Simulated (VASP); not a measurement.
# BaTiO3 (P4/mmm) in VASP: a series of runs, part 2 of 3

VASP 6.6.1. The steps go on from the part before.

## (3) Electric field gradients, PBEsol (volume scaled by 0.96)

Input file INCAR:

```
SYSTEM = BaTiO3
ALGO     = Normal         ! electronic algorithm
EDIFF    = 1E-8           ! SCF threshold, eV
ENCUT    = 520            ! plane-wave cutoff, eV
GGA      = PS             ! functional
ISIF     = 2              ! what is computed and relaxed
ISMEAR   = -1             ! smearing method
LASPH    = .True.         ! aspherical terms in the spheres
LCHARG   = .False.        ! write CHGCAR
LEFG     = .True.       
LREAL    = .False.        ! projectors in reciprocal space
LWAVE    = .False.        ! write WAVECAR
NBANDS   = 28             ! bands
NELM     = 80             ! most SCF steps
PREC     = Accurate       ! precision mode
SIGMA    = 0.03           ! smearing width, eV
```

Input file KPOINTS:

```
k-points
0
Gamma
  7 7 7
  0 0 0
```

Input file POSCAR:

```
BaTiO3
1.0
    3.9457420220      0.0000000000      0.0000000000
    0.0000000000      3.9457420220      0.0000000000
    0.0000000000      0.0000000000      3.9636960459
Ba Ti O
1 1 3
Direct
    0.0000000000      0.0000000000      0.0000000000
    0.5000000000      0.5000000000      0.5000000000
    0.5000000000      0.5000000000      0.0000000000
    0.5000000000      0.0000000000      0.5000000000
    0.0000000000      0.5000000000      0.5000000000
```

Potentials or basis: VASP PAW PBE potentials, release 64 (Ba_sv, Ti_sv, O).

Started as:

```
cat potpaw_PBE.64/Ba_sv/POTCAR potpaw_PBE.64/Ti_sv/POTCAR potpaw_PBE.64/O/POTCAR > POTCAR
mpirun -np 1 vasp_std > vasp.out
```

OUTCAR:

```text
SYSTEM = BaTiO3
   EDIFF = 1E-8
   ENCUT = 520
   GGA = PS
   ISIF = 2
   ISMEAR = -1
   LASPH = .True.
   LREAL = .False.
   NELM = 80
   PREC = Accurate

 ion  position               nearest neighbor table
   1  0.000  0.000  0.000-   3 2.79   3 2.79   3 2.79   3 2.79   5 2.80   4 2.80   5 2.80   5 2.80
                             5 2.80   4 2.80   4 2.80   4 2.80   2 3.42   2 3.42   2 3.42   2 3.42
   2  0.500  0.500  0.500-   4 1.97   5 1.97   4 1.97   5 1.97   3 1.98   3 1.98   1 3.42   1 3.42
                             1 3.42   1 3.42   1 3.42   1 3.42   1 3.42   1 3.42
   3  0.500  0.500  0.000-   2 1.98   2 1.98   1 2.79   1 2.79   1 2.79   1 2.79
   4  0.500  0.000  0.500-   2 1.97   2 1.97   1 2.80   1 2.80   1 2.80   1 2.80
   5  0.000  0.500  0.500-   2 1.97   2 1.97   1 2.80   1 2.80   1 2.80   1 2.80

  LATTYP: Found a simple tetragonal cell.
 ALAT       =     3.9457420220
 C/A-ratio  =     1.0045502275

  Lattice vectors:

 A1 = (   3.9457420220,   0.0000000000,   0.0000000000)
 A2 = (   0.0000000000,   3.9457420220,   0.0000000000)
 A3 = (   0.0000000000,   0.0000000000,   3.9636960459)

Analysis of symmetry for initial positions (statically):
=====================================================================
 Subroutine PRICEL returns:
 Original cell was already a primitive cell.

 Routine SETGRP: Setting up the symmetry group for a
 simple tetragonal supercell.

 Subroutine GETGRP returns: Found 16 space group operations
 (whereof 16 operations were pure point group operations)
 out of a pool of 16 trial point group operations.

The static configuration has the point symmetry D_4h.

Analysis of symmetry for dynamics (positions and initial velocities):
=====================================================================
 Subroutine PRICEL returns:
 Original cell was already a primitive cell.

 Routine SETGRP: Setting up the symmetry group for a
 simple tetragonal supercell.

 Subroutine GETGRP returns: Found 16 space group operations
 (whereof 16 operations were pure point group operations)
 out of a pool of 16 trial point group operations.

The dynamic configuration has the point symmetry D_4h.

 Subroutine INISYM returns: Found 16 space group operations
 (whereof 16 operations are pure point group operations),
 and found     1 'primitive' translations

----------------------------------------------------------------------------------------

                                     Primitive cell

  volume of cell :      61.7103

  direct lattice vectors                    reciprocal lattice vectors
     3.945742022  0.000000000  0.000000000     0.253437755  0.000000000  0.000000000
     0.000000000  3.945742022  0.000000000     0.000000000  0.253437755  0.000000000
     0.000000000  0.000000000  3.963696046     0.000000000  0.000000000  0.252289779

  length of vectors
     3.945742022  3.945742022  3.963696046     0.253437755  0.253437755  0.252289779

  position of ions in fractional coordinates (direct lattice)
     0.000000000  0.000000000  0.000000000
     0.500000000  0.500000000  0.500000000
     0.500000000  0.500000000  0.000000000
[... 102 lines left out ...]
     AMIX_MAG =   1.60;   BMIX_MAG =  1.00
  volume/ion in A,a.u.               =      12.34        83.29
  Fermi-wavevector in a.u.,A,eV,Ry     =   1.416801  2.677366 27.311324  2.007326
  Thomas-Fermi vector in A             =   2.538098
   LORBIT       =      0    0 simple, 1 ext, 2 COOP (PROOUT), +10 PAW based schemes
   GGA     = PS    functional components
   LHFCALC =     F    Hartree Fock is set to
   AEXX    =    0.0000 exact exchange contribution
   IVDW    =     0    specifies the selected vdW correction
   LEPSILON=     F    determine dielectric tensor
   LRPA    =     F    only Hartree local field effects (RPA)
 non-spin polarized calculation
  energy-cutoff  :      520.00
  volume of cell :       61.71
 maximum number of plane-waves:      1687
 NGX is ok and might be reduce to    30
   NGX = 15   NGY = 15   NGZ = 15

 number of electron      39.9999984 magnetization

 Free energy of the ion-electron system (eV)
  ---------------------------------------------------
  ext. energy  EPLUGINS =         0.00000000
  ---------------------------------------------------
  free energy    TOTEN  =       -41.95756299 eV

  energy without entropy =      -41.95756299  energy(sigma->0) =      -41.95756299

 E-fermi :   4.7074     XC(G=0): -11.7209

 val. band max:        3.9275067260   @ k =   0.4286   0.4286   0.4286
 cond. band min:       5.7601124517   @ k =   0.0000   0.0000   0.0000
 fundamental gap:      1.8326057256
 Fermi energy:         4.7074324646

 k-point     1 :       0.0000    0.0000    0.0000
  band No.  band energies     occupation
      1     -52.2138      2.00000
      2     -28.5622      2.00000
      3     -28.5622      2.00000
      4     -28.5589      2.00000
      5     -20.6872      2.00000
      6     -12.9083      2.00000
[... 733 lines left out ...]
     27      12.6506      0.00000
     28      13.0616      0.00000

 [... further k-points ...]

------------------------ aborting loop because EDIFF is reached ----------------------------------------

  FORCE on cell =-STRESS in cart. coord.  units (eV):
  Direction    XX          YY          ZZ          XY          YZ          ZX
  --------------------------------------------------------------------------------------
  -------------------------------------------------------------------------------------
  Total        1.9240761      1.9240761      1.5260744      0.0000000      0.0000000      0.0000000
  in kB       49.9545557     49.9545557     39.6212867      0.0000000      0.0000000      0.0000000
  external PRESSURE =      46.5101327 kB  Pullay stress =       0.0000000 kB

 VOLUME and BASIS-vectors are now :
 -----------------------------------------------------------------------------
  energy-cutoff  :      520.00
  volume of cell :       61.71
      direct lattice vectors                 reciprocal lattice vectors
     3.945742022  0.000000000  0.000000000     0.253437755  0.000000000  0.000000000
     0.000000000  3.945742022  0.000000000     0.000000000  0.253437755  0.000000000
     0.000000000  0.000000000  3.963696046     0.000000000  0.000000000  0.252289779

 POSITION                                       TOTAL-FORCE (eV/Angst)
 -----------------------------------------------------------------------------------
      0.00000      0.00000      0.00000         0.000000      0.000000      0.000000
      1.97287      1.97287      1.98185         0.000000      0.000000      0.000000
      1.97287      1.97287      0.00000         0.000000      0.000000      0.000000
      1.97287      0.00000      1.98185         0.000000      0.000000      0.000000
      0.00000      1.97287      1.98185         0.000000      0.000000      0.000000
 -----------------------------------------------------------------------------------
    total drift:                                0.000000      0.000000     -0.000000

  FREE ENERGIE OF THE ION-ELECTRON SYSTEM (eV)
  ---------------------------------------------------
  free  energy   TOTEN  =       -41.9575629911 eV

  energy  without entropy=      -41.9575629911  energy(sigma->0) =      -41.95756299

 Electric field gradients (V/A^2)
---------------------------------------------------------------------
 ion       V_xx      V_yy      V_zz      V_xy      V_xz      V_yz
---------------------------------------------------------------------
   1      -0.402    -0.402     0.804     0.000     0.000     0.000
   2      -2.120    -2.120     4.240    -0.000    -0.000    -0.000
   3     -10.440   -10.440    20.880     0.000     0.000    -0.000
   4     -10.087    18.663    -8.576     0.000    -0.000     0.000
   5      18.663   -10.087    -8.576     0.000     0.000    -0.000
---------------------------------------------------------------------

 Electric field gradients after diagonalization (V/A^2)
 (convention: |V_zz| > |V_xx| > |V_yy|)
----------------------------------------------------------------------
 ion       V_xx      V_yy      V_zz     asymmetry (V_yy - V_xx)/ V_zz
----------------------------------------------------------------------
   1      -0.402    -0.402     0.804       0.000
   2      -2.120    -2.120     4.240       0.000
   3     -10.440   -10.440    20.880       0.000
   4     -10.087    -8.576    18.663       0.081
   5     -10.087    -8.576    18.663       0.081
----------------------------------------------------------------------

           NMR quadrupolar parameters

 Cq : quadrupolar parameter    Cq=e*Q*V_zz/h
 eta: asymmetry parameters     (V_yy - V_xx)/ V_zz
 Q  : nuclear electric quadrupole moment in mb (millibarn)
----------------------------------------------------------------------
 ion       Cq(MHz)       eta       Q (mb)
----------------------------------------------------------------------
   1       0.002       0.000       1.000
   2       0.010       0.000       1.000
   3       0.050       0.000       1.000
   4       0.045       0.081       1.000
   5       0.045       0.081       1.000
----------------------------------------------------------------------
```

It took 2.8 min on 1 thread of AMD EPYC 7R13, shared host; peak memory 0.19 GiB.

What came out:

| Property | Result |
| --- | --- |
| Free energy | -41.9576 eV |
| Pressure | 4.7 GPa |
| Band gap on the k mesh | 1.83 eV, indirect (least direct gap 1.87 eV) |

Electric field gradients, principal values (V/Å²):
| atom | least | middle | greatest (by size) |
| --- | --- | --- | --- |
| 1 Ba | -0.402 | -0.402 | 0.804 |
| 2 Ti | -2.120 | -2.120 | 4.240 |
| 3 O | -10.440 | -10.440 | 20.880 |
| 4 O | -8.576 | -10.087 | 18.663 |
| 5 O | -8.576 | -10.087 | 18.663 |

Caveat: without QUAD_EFG the Cq values of the log hold for a quadrupole moment of 1 mb, not for the nuclei; the PAW data sets were made with another functional, which shifts forces and pressure a little; spin-orbit coupling is left out, which moves the levels of the heavy elements. A k mesh can miss the band edges.

## (4) Electric field gradients, PBEsol (volume scaled by 0.96)

Input file INCAR:

```
PREC     = Accurate       # precision mode
ENCUT    = 520            # plane-wave cutoff, eV
EDIFF    = 1E-8           # SCF threshold, eV
ISMEAR   = -1             # smearing method
SIGMA    = 0.03           # smearing width, eV
LREAL    = False          # projectors in reciprocal space
LASPH    = True           # aspherical terms in the spheres
NELM     = 60             # most SCF steps
ALGO     = Normal         # electronic algorithm
ISIF     = 2              # what is computed and relaxed
LWAVE    = False          # write WAVECAR
LCHARG   = False          # write CHGCAR
GGA      = PS             # functional
LEFG     = True         
NBANDS   = 28             # bands
```

Input file KPOINTS:

```
Automatic mesh
0
Gamma
  7 7 7
```

POSCAR is that of step 3.

Potentials or basis: VASP PAW PBE potentials, release 64 (Ba_sv, Ti_sv, O).

Started as:

```
cat potpaw_PBE.64/Ba_sv/POTCAR potpaw_PBE.64/Ti_sv/POTCAR potpaw_PBE.64/O/POTCAR > POTCAR
mpirun -np 1 vasp_std > vasp.out
```

OUTCAR:

```text
PREC = Accurate
   ENCUT = 520
   EDIFF = 1E-8
   ISMEAR = -1
   LREAL = False
   LASPH = True
   NELM = 60
   ISIF = 2
   GGA = PS

 ion  position               nearest neighbor table
   1  0.000  0.000  0.000-   3 2.79   3 2.79   3 2.79   3 2.79   5 2.80   4 2.80   5 2.80   5 2.80
                             5 2.80   4 2.80   4 2.80   4 2.80   2 3.42   2 3.42   2 3.42   2 3.42
   2  0.500  0.500  0.500-   4 1.97   5 1.97   4 1.97   5 1.97   3 1.98   3 1.98   1 3.42   1 3.42
                             1 3.42   1 3.42   1 3.42   1 3.42   1 3.42   1 3.42
   3  0.500  0.500  0.000-   2 1.98   2 1.98   1 2.79   1 2.79   1 2.79   1 2.79
   4  0.500  0.000  0.500-   2 1.97   2 1.97   1 2.80   1 2.80   1 2.80   1 2.80
   5  0.000  0.500  0.500-   2 1.97   2 1.97   1 2.80   1 2.80   1 2.80   1 2.80

[... 984 lines left out ...]
   3     -10.440   -10.440    20.880     0.000     0.000    -0.000
   4     -10.087    18.663    -8.576     0.000    -0.000     0.000
   5      18.663   -10.087    -8.576     0.000     0.000    -0.000
---------------------------------------------------------------------

 Electric field gradients after diagonalization (V/A^2)
 (convention: |V_zz| > |V_xx| > |V_yy|)
----------------------------------------------------------------------
 ion       V_xx      V_yy      V_zz     asymmetry (V_yy - V_xx)/ V_zz
----------------------------------------------------------------------
   1      -0.402    -0.402     0.804       0.000
   2      -2.120    -2.120     4.240       0.000
   3     -10.440   -10.440    20.880       0.000
   4     -10.087    -8.576    18.663       0.081
   5     -10.087    -8.576    18.663       0.081
----------------------------------------------------------------------

           NMR quadrupolar parameters

 Cq : quadrupolar parameter    Cq=e*Q*V_zz/h
 eta: asymmetry parameters     (V_yy - V_xx)/ V_zz
 Q  : nuclear electric quadrupole moment in mb (millibarn)
----------------------------------------------------------------------
 ion       Cq(MHz)       eta       Q (mb)
----------------------------------------------------------------------
   1       0.002       0.000       1.000
   2       0.010       0.000       1.000
   3       0.050       0.000       1.000
   4       0.045       0.081       1.000
   5       0.045       0.081       1.000
----------------------------------------------------------------------
```

OSZICAR:

```text
N       E                     dE             d eps       ncg     rms          rms(c)
DAV:   1     0.435257857889E+03    0.43526E+03   -0.20963E+04  2240   0.156E+03
DAV:   2    -0.582485456198E+01   -0.44108E+03   -0.41990E+03  2540   0.432E+02
DAV:   3    -0.500544525274E+02   -0.44230E+02   -0.43441E+02  3124   0.135E+02
[... 11 lines left out ...]
DAV:  15    -0.419575632016E+02   -0.22281E-05   -0.35452E-05  2560   0.393E-02    0.265E-03
DAV:  16    -0.419575629401E+02    0.26154E-06   -0.14857E-06  3088   0.857E-03    0.313E-03
DAV:  17    -0.419575630281E+02   -0.88055E-07   -0.21404E-07  2724   0.455E-03    0.166E-03
DAV:  18    -0.419575630006E+02    0.27494E-07   -0.31966E-08  2196   0.142E-03    0.115E-03
DAV:  19    -0.419575629894E+02    0.11221E-07   -0.91167E-08  3100   0.215E-03    0.370E-04
DAV:  20    -0.419575629911E+02   -0.17353E-08   -0.41729E-09  1428   0.512E-04
   1 F= -.41957563E+02 E0= -.41957563E+02  d E =-.399239E-12
```

Run time: 2.7 min. Hardware: 1 thread of AMD EPYC 7R13, shared host; peak memory 0.19 GiB.

Results:

```yaml
Free_energy: -41.9576 eV
Pressure: 4.7 GPa
Band_gap_on_the_k_mesh: 1.83 eV, indirect (least direct gap 1.87 eV)
```

Electric field gradients, principal values (V/Å²):
```
atom    least   middle  greatest (by size)
1 Ba   -0.402   -0.402               0.804
2 Ti   -2.120   -2.120               4.240
 3 O  -10.440  -10.440              20.880
 4 O   -8.576  -10.087              18.663
 5 O   -8.576  -10.087              18.663
```

Caveat: without QUAD_EFG the Cq values of the log hold for a quadrupole moment of 1 mb, not for the nuclei; the PAW data sets were made with another functional, which shifts forces and pressure a little; spin-orbit coupling is left out, which moves the levels of the heavy elements. A k mesh can miss the band edges.

[end of part 2 of 3]
